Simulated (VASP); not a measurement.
Here is a VASP 6.6.1 calculation.

INCAR

```
SYSTEM = KI
ALGO = Normal ; EDIFF = 1E-7
ENCUT = 520 ; GGA = PE
ISIF = 2 ; ISMEAR = 0
LASPH = .TRUE. ; LCHARG = .FALSE.
LREAL = .FALSE. ; LWAVE = .FALSE.
NBANDS = 15 ; NELM = 80
PREC = Accurate ; SIGMA = 0.05
```

Contents of KPOINTS:

```
k-points
0
G
  6 6 6
  0 0 0
```

File POSCAR:

```
KI
1.0
    0.0000000000      3.5245500000      3.5597955000
    3.5245500000      0.0000000000      3.5597955000
    3.5245500000      3.5245500000      0.0000000000
K I
1 1
Direct
    0.0000000000      0.0000000000      0.0000000000
    0.5000000000      0.5000000000      0.5000000000
```

Potentials or basis: VASP PAW PBE potentials, release 64 (K_sv, I).

Launch:

```bash
$ cat potpaw_PBE.64/K_sv/POTCAR potpaw_PBE.64/I/POTCAR > POTCAR
$ mpirun -np 1 vasp_std > vasp.out
```

Question: Estimate the band gap on the k mesh.

Answer: 3.96 eV, direct.

Question: What does it give for the pressure?

Answer: 0.6 GPa.

Stress tensor (GPa, compression positive):
```
0.66 0.00 0.00
0.00 0.66 0.00
0.00 0.00 0.40
```

Caveat: the cell differs from its parent crystal (strain +0.0100 x Voigt [0, 0, 1, 0, 0, 0]); spin-orbit coupling is left out, which moves the levels of the heavy elements.
